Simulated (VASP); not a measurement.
## Co: single point with r2SCAN

The system is Co.

```
Co
1.0
     2.42715    0.00000    0.00000
    -1.21357    2.10197    0.00000
     0.00000    0.00000    3.91265
Co
2
Direct
  0.33333 0.66667 0.25000
  0.66667 0.33333 0.75000
```

* Program: VASP 6.6.1
* Task: single point
* Functional: r2SCAN
* Potentials or basis: VASP PAW PBE potentials, release 64 (Co)
* Cutoff: 520 eV
* k mesh: 15 × 15 × 8
* Occupations: gaussian, width 0.6 eV
* Spin: no spin polarisation
* Dipole correction: no
* Further INCAR settings: ALGO = Normal; EDIFF = 1e-06; NBANDS = 16

```yaml
Pressure: 3.3 GPa
Band_gap_on_the_k_mesh: zero (bands 9 and 10 overlap by 1.69 eV)
```

Stress tensor (GPa, compression positive):
```
3.44 0.00 0.00
0.00 3.44 0.00
0.00 0.00 2.92
```

Levels at points of the mesh, in eV from the Fermi level:
```tsv
k point	band 5	band 6	band 7	band 8	band 9	band 10	band 11	band 12	band 13	band 14
(0.00, 0.00, 0.00)	-1.99	-1.60	-1.60	-1.19	-1.19	-0.14	0.15	0.15	7.97	23.57
(0.00, 0.00, 0.50)	-2.08	-2.08	-2.08	-2.08	-0.21	-0.21	-0.21	-0.21	16.94	16.94
```

Run time: 2.3 min on 1 thread of Intel(R) Xeon(R) Platinum 8259CL CPU @ 2.50GHz (Skylake/Cascade Lake), on a shared host, peak memory 0.16 GiB.

Caveat: the cell stands under pressure; so wide a smearing shifts energies and pressures; the PAW data sets were made with another functional, which shifts forces and pressure a little; the run has no spin polarisation, though such a crystal can be magnetic. Spin polarisation is off, so any magnetic state and its effect on volume and gap are missing.
